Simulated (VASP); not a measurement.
Write the native input for VASP 6.6.1 that does the following.

- Task: single point
- Functional: PBE
- Potentials or basis: VASP PAW PBE potentials, release 64 (K_sv, F)
- Cutoff: 600 eV
- k mesh: 2 × 2 × 2
- Occupations: gaussian, width 0.1 eV
- Spin: no spin polarisation
- Hubbard terms: F p U = 2.4 eV
- Dipole correction: no
- Further INCAR settings: ALGO = Normal; EDIFF = 1e-06; NBANDS = 15

The structure of KF lies in POSCAR:

```
KF
1.0
    0.0000000000      2.6544134050      2.6544134050
    2.6544134050      0.0000000000      2.6544134050
    2.6544134050      2.6544134050      0.0000000000
K F
1 1
Direct
    0.0000000000      0.0000000000      0.0000000000
    0.5000000000      0.5000000000      0.5000000000
```

These files were run (other wordings do the same):

INCAR

```
SYSTEM = KF
  PREC = Accurate
  ENCUT = 600
  EDIFF = 1E-6
  ISMEAR = 0
  SIGMA = 0.1
  LREAL = .FALSE.
  LASPH = .TRUE.
  NELM = 200
  ALGO = Normal
  ISIF = 2
  LWAVE = .FALSE.
  LCHARG = .FALSE.
  LDAU = .TRUE.
  LDAUTYPE = 2
  LDAUL = -1 1
  LDAUU = 0 2.4
  LDAUJ = 0 0
  LDAUPRINT = 1
  GGA = PE
  NBANDS = 15
  GGA_COMPAT = .FALSE.
```

KPOINTS

```
Automatic mesh
0
G
  2 2 2
  0 0 0
```

Potentials or basis: VASP PAW PBE potentials, release 64 (K_sv, F).

The run is started by

```sh
$ cat potpaw_PBE.64/K_sv/POTCAR potpaw_PBE.64/F/POTCAR > POTCAR
$ mpirun -np 1 vasp_std > vasp.out
```

Results of the run:

The pressure is 1.8 GPa and the band gap on the k mesh is 6.47 eV.

Caveat: the k points lie up to 1.02 Å⁻¹ apart.

Wall time 4.7 s on 1 thread of Intel(R) Xeon(R) Platinum 8259CL CPU @ 2.50GHz (Skylake/Cascade Lake), with other jobs on the host, peak memory 0.16 GiB.
